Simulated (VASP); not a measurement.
# P (Cmce) in VASP: single point with LDA

Aim: the single point of P with LDA.

Program: VASP 6.6.1. These are calculated values, not measurements. Logs are shortened: lines on timing, memory, paths and dates and some standing lists are left out, and cuts for length are marked.

## Step 1: The cell of the first run

It takes space group Cmce (No. 64, orthorhombic). The conventional cell has a = 3.311 Å, b = 10.168 Å, c = 4.126 Å, α = 90.00°, β = 90.00°, γ = 90.00°. P (site symmetry m) has 3 P at 2.22 to 2.24 Å within 2.9 Å.

## Step 2: Single point, LDA

Input file INCAR:

```
SYSTEM = P
ALGO = Normal
EDIFF = 1E-7
ENCUT = 520
GGA = CA
ISIF = 2
ISMEAR = 0
LASPH = .True.
LCHARG = .False.
LREAL = .False.
LWAVE = .False.
NBANDS = 18
NELM = 60
PREC = Accurate
SIGMA = 0.05
```

Input file KPOINTS:

```
k-points
0
Gamma
  12 12 10
  0 0 0
```

Input file POSCAR:

```
P
1.0
    1.6554201837     -5.0841563515      0.0000000000
    1.6554201837      5.0841563515      0.0000000000
    0.0000000000      0.0000000000      4.1259339090
P
4
Direct
    0.8935677336      0.1064322664      0.0710038239
    0.6064322664      0.3935677336      0.5710038239
    0.1064322664      0.8935677336      0.9289961761
    0.3935677336      0.6064322664      0.4289961761
```

Potentials or basis: VASP PAW LDA potentials, release 64 (P).

Command:

```
cat potpaw_LDA.64/P/POTCAR > POTCAR
mpirun -np 1 vasp_std > vasp.out
```

OUTCAR:

```text
SYSTEM = P
   EDIFF = 1E-7
   ENCUT = 520
   GGA = CA
   ISIF = 2
   ISMEAR = 0
   LASPH = .True.
   LREAL = .False.
   NELM = 60
   PREC = Accurate

 ion  position               nearest neighbor table
   1  0.894  0.106  0.071-   4 2.22   4 2.22   3 2.24
   2  0.606  0.394  0.571-   3 2.22   3 2.22   4 2.24
   3  0.106  0.894  0.929-   2 2.22   2 2.22   1 2.24
   4  0.394  0.606  0.429-   1 2.22   1 2.22   2 2.24

  LATTYP: Found a base centered orthorhombic cell.
 ALAT       =     3.3108403674
 B/A-ratio  =     3.0712180518
 C/A-ratio  =     1.2461893209

  Lattice vectors:

 A1 = (   1.6554201837,  -5.0841563515,   0.0000000000)
 A2 = (   1.6554201837,   5.0841563515,   0.0000000000)
 A3 = (   0.0000000000,   0.0000000000,   4.1259339090)

Analysis of symmetry for initial positions (statically):
=====================================================================
 Subroutine PRICEL returns:
 Original cell was already a primitive cell.

 Routine SETGRP: Setting up the symmetry group for a
 base centered orthorhombic supercell.

 Subroutine GETGRP returns: Found  8 space group operations
 (whereof  4 operations were pure point group operations)
 out of a pool of  8 trial point group operations.

The static configuration has the point symmetry C_2h.
 The point group associated with its full space group is D_2h.

Analysis of symmetry for dynamics (positions and initial velocities):
=====================================================================
 Subroutine PRICEL returns:
 Original cell was already a primitive cell.

 Routine SETGRP: Setting up the symmetry group for a
 base centered orthorhombic supercell.

 Subroutine GETGRP returns: Found  8 space group operations
 (whereof  4 operations were pure point group operations)
 out of a pool of  8 trial point group operations.

The dynamic configuration has the point symmetry C_2h.
 The point group associated with its full space group is D_2h.

 Subroutine INISYM returns: Found  8 space group operations
 (whereof  4 operations are pure point group operations),
 and found     1 'primitive' translations

----------------------------------------------------------------------------------------

                                     Primitive cell

  volume of cell :      69.4511

  direct lattice vectors                    reciprocal lattice vectors
     1.655420184 -5.084156351  0.000000000     0.302038120 -0.098344733  0.000000000
     1.655420184  5.084156351  0.000000000     0.302038120  0.098344733  0.000000000
     0.000000000  0.000000000  4.125933909     0.000000000  0.000000000  0.242369369

  length of vectors
     5.346874021  5.346874021  4.125933909     0.317645577  0.317645577  0.242369369

  position of ions in fractional coordinates (direct lattice)
     0.893567734  0.106432266  0.071003824
     0.606432266  0.393567734  0.571003824
     0.106432266  0.893567734  0.928996176
     0.393567734  0.606432266  0.428996176

  ion indices of the primitive-cell ions
   primitive index   ion index
                 1           1
                 2           2
                 3           3
                 4           4

----------------------------------------------------------------------------------------

 KPOINTS: k-points

Automatic generation of k-mesh.
 Grid dimensions read from file:
 generate k-points for:   12   12   10

 Generating k-lattice:

  Cartesian coordinates                     Fractional coordinates (reciprocal lattice)
     0.025169843 -0.008195394  0.000000000     0.083333333  0.000000000  0.000000000
     0.025169843  0.008195394  0.000000000     0.000000000  0.083333333  0.000000000
     0.000000000  0.000000000  0.024236937     0.000000000  0.000000000  0.100000000

  Length of vectors
     0.026470465  0.026470465  0.024236937

  Shift w.r.t. Gamma in fractional coordinates (k-lattice)
     0.000000000  0.000000000  0.000000000

 Subroutine IBZKPT returns following result:
 ===========================================

 Found    258 irreducible k-points:

 Following reciprocal coordinates:
            Coordinates               Weight
  0.000000  0.000000  0.000000      1.000000
  0.083333  0.000000  0.000000      4.000000
  0.166667  0.000000  0.000000      4.000000
  0.250000  0.000000  0.000000      4.000000
  0.333333  0.000000  0.000000      4.000000
  0.416667  0.000000  0.000000      4.000000
[... 16 lines left out ...]
  0.500000  0.166667  0.000000      4.000000
 -0.416667  0.166667  0.000000      4.000000
 [... further k-points ...]
   k-points           NKPTS =    258   k-points in BZ     NKDIM =    258   number of bands    NBANDS=     18
   number of dos      NEDOS =    301   number of ions     NIONS =      4
   total plane-waves  NPLWV =  51200
   dimension x,y,z NGX =    40 NGY =   40 NGZ =   32
   dimension x,y,z NGXF=    80 NGYF=   80 NGZF=   64
   ions per type =               4
   NGX,Y,Z   is equivalent  to a cutoff of  12.44, 12.44, 12.89 a.u.
   NGXF,Y,Z  is equivalent  to a cutoff of  24.87, 24.87, 25.79 a.u.
 SYSTEM =  P
   PREC   = accura    normal or accurate (medium, high low for compatibility)
   ISTART =      0    job   : 0-new  1-cont  2-samecut
   ICHARG =      2    charge: 1-file 2-atom 10-const
   ISPIN  =      1    spin polarized calculation?
   LNONCOLLINEAR =      F non collinear calculations
   LSORBIT =      F    spin-orbit coupling
   LASPH  =      T    aspherical Exc in radial PAW
   ENCUT  =  520.0 eV  38.22 Ry    6.18 a.u.   9.94  9.94  7.67*2*pi/ulx,y,z
   NELM   =     60;   NELMIN=  2; NELMDL= -5     # of ELM steps
   EDIFF  = 0.1E-06   stopping-criterion for ELM
   LREAL  =      F    real-space projection
   EDIFFG = 0.1E-05   stopping-criterion for IOM
   NSW    =      0    number of steps for IOM
   IBRION =     -1    ionic relax: 0-MD 1-quasi-New 2-CG
   NFREE  =      0    steps in history (QN), initial steepest desc. (CG)
   ISIF   =      2    stress and relaxation
   ISYM   =      2    0-nonsym 1-usesym 2-fastsym
   POTIM  = 0.5000    time-step for ionic-motion
   TEBEG  =    0.0;   TEEND  =   0.0 temperature during run
   PSTRESS=    0.0 pullay stress
   NELECT =      20.0000    total number of electrons
   NUPDOWN=      -1.0000    fix difference up-down
   EMIN   =  10.00;   EMAX   =-10.00  energy-range for DOS
   EFERMI =   0.00;   METHOD = LEGACY
   ISMEAR =     0;   SIGMA  =   0.05  broadening in eV -4-tet -1-fermi 0-gaus
   EFERMI_NEDOS =   21; number of points for ismear=-14 and -15
   IALGO  =     38    algorithm
   IMIX   =      4    mixing-type and parameters
     AMIX     =   0.40;   BMIX     =  1.00
     AMIX_MAG =   1.60;   BMIX_MAG =  1.00
  volume/ion in A,a.u.               =      17.36       117.17
  Fermi-wavevector in a.u.,A,eV,Ry     =   1.081081  2.042947 15.901630  1.168737
  Thomas-Fermi vector in A             =   2.217089
   LORBIT       =      0    0 simple, 1 ext, 2 COOP (PROOUT), +10 PAW based schemes
   GGA     = CA    functional components
   LHFCALC =     F    Hartree Fock is set to
   AEXX    =    0.0000 exact exchange contribution
   IVDW    =     0    specifies the selected vdW correction
   LEPSILON=     F    determine dielectric tensor
   LRPA    =     F    only Hartree local field effects (RPA)
 non-spin polarized calculation
 Gauss-broadening in eV      SIGMA  =   0.05
  energy-cutoff  :      520.00
  volume of cell :       69.45
 maximum number of plane-waves:      1886
   NGX = 19   NGY = 19   NGZ = 15

 number of electron      19.9999998 magnetization

 Free energy of the ion-electron system (eV)
  ---------------------------------------------------
  ext. energy  EPLUGINS =         0.00000000
  ---------------------------------------------------
  free energy    TOTEN  =       -24.11607974 eV

  energy without entropy =      -24.11591814  energy(sigma->0) =      -24.11599894

 E-fermi :   7.4536     XC(G=0): -10.5144

 val. band max:        7.4252735929   @ k =   0.5000   0.1667   0.0000
 cond. band min:       7.4718214391   @ k =   0.4167   0.2500   0.0000
 fundamental gap:      0.0465478462
 Fermi energy:         7.4535773558

 k-point     1 :       0.0000    0.0000    0.0000
  band No.  band energies     occupation
      1      -8.5763      2.00000
      2      -5.1572      2.00000
      3      -1.5577      2.00000
      4       0.0905      2.00000
      5       2.3085      2.00000
      6       3.3831      2.00000
[... 10 lines left out ...]
     17      14.6706      0.00000
     18      14.8559      0.00000

 k-point     2 :       0.0833    0.0000    0.0000
  band No.  band energies     occupation
      1      -8.4874      2.00000
      2      -5.0886      2.00000
      3      -1.6370      2.00000
      4       0.1857      2.00000
      5       2.3930      2.00000
      6       2.8920      2.00000
[... 10 lines left out ...]
     17      13.8670      0.00000
     18      14.5110      0.00000

 k-point     3 :       0.1667    0.0000    0.0000
  band No.  band energies     occupation
      1      -8.2219      2.00000
      2      -4.8819      2.00000
      3      -1.9436      2.00000
      4       0.4668      2.00000
      5       1.8274      2.00000
      6       2.3628      2.00000
[... 10 lines left out ...]
     17      12.4756      0.00000
     18      14.3853      0.00000

 k-point     4 :       0.2500    0.0000    0.0000
  band No.  band energies     occupation
      1      -7.7834      2.00000
      2      -4.5342      2.00000
      3      -2.5870      2.00000
      4       0.6020      2.00000
      5       0.9184      2.00000
      6       2.0046      2.00000
[... 375 lines left out ...]
      4      -1.2646      2.00000
      5       2.2530      2.00000
      6       2.6331      2.00000
[... 10 lines left out ...]
     17      14.5160      0.00000
     18      14.6641      0.00000

 k-point    23 :       0.5000    0.1667    0.0000
  band No.  band energies     occupation
      1      -7.0090      2.00000
      2      -4.4915      2.00000
      3      -3.6141      2.00000
      4      -0.2170      2.00000
      5       2.0586      2.00000
      6       2.1009      2.00000
[... 10 lines left out ...]
     17      14.2797      0.00000
     18      14.7551      0.00000

 k-point    24 :      -0.4167    0.1667    0.0000
  band No.  band energies     occupation
      1      -7.6238      2.00000
      2      -4.9768      2.00000
      3      -2.6408      2.00000
      4       0.8491      2.00000
      5       1.4911      2.00000
      6       2.0340      2.00000
[... 10 lines left out ...]
     17      12.7847      0.00000
     18      13.5807      0.00000

 [... further k-points ...]

------------------------ aborting loop because EDIFF is reached ----------------------------------------

  FORCE on cell =-STRESS in cart. coord.  units (eV):
  Direction    XX          YY          ZZ          XY          YZ          ZX
  --------------------------------------------------------------------------------------
  -------------------------------------------------------------------------------------
  Total       -0.1219409     -0.1316940     -0.1179625      0.0000000      0.0000000      0.0000000
  in kB       -2.8130709     -3.0380646     -2.7212916      0.0000000      0.0000000      0.0000000
  external PRESSURE =      -2.8574757 kB  Pullay stress =       0.0000000 kB

 VOLUME and BASIS-vectors are now :
 -----------------------------------------------------------------------------
  energy-cutoff  :      520.00
  volume of cell :       69.45
      direct lattice vectors                 reciprocal lattice vectors
     1.655420184 -5.084156351  0.000000000     0.302038120 -0.098344733  0.000000000
     1.655420184  5.084156351  0.000000000     0.302038120  0.098344733  0.000000000
     0.000000000  0.000000000  4.125933909     0.000000000  0.000000000  0.242369369

 POSITION                                       TOTAL-FORCE (eV/Angst)
 -----------------------------------------------------------------------------------
      1.65542     -4.00192      0.29296         0.000000     -0.032221      0.038069
      1.65542     -1.08224      2.35592         0.000000      0.032221      0.038069
      1.65542      4.00192      3.83298         0.000000      0.032221     -0.038069
      1.65542      1.08224      1.77001         0.000000     -0.032221     -0.038069
 -----------------------------------------------------------------------------------
    total drift:                                0.000000      0.000000      0.000000

  FREE ENERGIE OF THE ION-ELECTRON SYSTEM (eV)
  ---------------------------------------------------
  free  energy   TOTEN  =       -24.1160797358 eV

  energy  without entropy=      -24.1159181361  energy(sigma->0) =      -24.11599894
```

It took 6.5 min on 1 thread of AMD EPYC 7R43 (Zen 3), shared host; peak memory 0.29 GiB.

What came out:

```yaml
Free_energy: -24.1161 eV
Pressure: -0.3 GPa
Largest_force: 0.050 eV/Å
Band_gap_on_the_k_mesh: zero (bands 10 and 11 overlap by 0.37 eV)
```

Forces on the atoms (eV/Å):
```
P    0.000 -0.032  0.038
P    0.000  0.032  0.038
P    0.000  0.032 -0.038
P    0.000 -0.032 -0.038
```

Levels at points of the mesh, in eV from the Fermi level:
| k point | band 7 | band 8 | band 9 | band 10 | band 11 | band 12 | band 13 | band 14 |
| --- | --- | --- | --- | --- | --- | --- | --- | --- |
| (0.00, 0.00, 0.00) | -4.06 | -2.86 | -2.63 | -1.31 | 1.07 | 1.23 | 1.90 | 3.56 |
| (0.50, 0.00, 0.00) | -3.16 | -3.16 | -2.60 | -2.60 | 0.77 | 0.77 | 1.10 | 1.10 |
| (0.50, 0.50, 0.00) | -4.36 | -2.11 | -1.84 | -0.45 | 0.50 | 0.70 | 2.51 | 3.26 |
| (0.00, 0.00, 0.50) | -3.03 | -3.03 | -0.77 | -0.77 | 1.52 | 1.52 | 2.21 | 2.21 |
| (0.50, 0.00, 0.50) | -5.78 | -5.78 | -2.08 | -2.08 | 1.57 | 1.57 | 4.91 | 4.91 |
| (0.50, 0.50, 0.50) | -2.38 | -2.38 | -1.15 | -1.15 | 1.31 | 1.31 | 2.80 | 2.80 |
